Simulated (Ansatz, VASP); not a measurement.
SrO in VASP and in Ansatz

```xyz
2
Lattice="-0.0257 2.5570 2.5570 2.5570 -0.0257 2.5570 2.5570 2.5570 -0.0257" Properties=species:S:1:pos:R:3 pbc="T T T"
Sr    0.0000    0.0000    0.0000
O     2.5441    2.5441    2.5441
```

Change from the starting cell: equal xy, yz and zx shear strains of -1 %, crystal datasets.

Alike in both runs: task electric field gradients; functional PBEsol; k mesh 8 × 8 × 8; occupations fermi-dirac, width 0.03 eV; no spin polarisation.

|  | VASP | Ansatz |
| --- | --- | --- |
| version | VASP 6.6.1 | Ansatz 0.2.0 |
| potentials or method | VASP PAW PBE potentials, release 64 (Sr_sv, O), cutoff 520 eV | all-electron PAW with datasets made for the crystal, scalar-relativistic |

|  | VASP | Ansatz | Ansatz less VASP |
| --- | --- | --- | --- |
| gap on the k mesh at the Fermi level (eV) | 3.13 | 3.18 | +0.047 |
| pressure (GPa) | -0.3 | -0.9 | -0.61 |
| traceless stress, the component that is largest in VASP (GPa) | 0.53 | 0.53 | +0.001 |
| size of Vzz on the site where it differs most (V/Å²) | 7.4 | 7.4 | -0.06 |

VASP's potentials were made for PBE, not for PBEsol. Ansatz ran all-electron here, and VASP with PAW potentials.
